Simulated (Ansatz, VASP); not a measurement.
# SiC in VASP and in Ansatz

```
Si C
1.0
     0.00000    2.01387    2.01387
     2.01387    0.00000    2.01387
     2.01387    2.01387    0.00000
Si C
1 1
Direct
  0.00000 0.00000 0.00000
  0.50000 0.50000 0.50000
```

Alike in both runs: task single point; functional PBE-based screened hybrid; k mesh 6 × 6 × 6; occupations fermi-dirac, width 0.02 eV; no spin polarisation.

|  | VASP | Ansatz |
| --- | --- | --- |
| version | VASP 6.6.1 | Ansatz 0.2.0 |
| potentials or method | VASP PAW PBE potentials, release 64 (Si, C) | plane waves |
| plane-wave cutoff (eV) | 520 | 420 |
| valence electrons in the cell | 8 | 8 |

|  | VASP | Ansatz | Ansatz less VASP |
| --- | --- | --- | --- |
| pressure (GPa) | 0.3 | 0.3 | -0.03 |

VASP's potentials were made for PBE, not for PBE-based screened hybrid. Ansatz's warnings: filled band counts differ across k points, stress exchange threshold loose, stress scf threshold loose.

The k mesh is coarse, so the values compare programs but aren't converged.
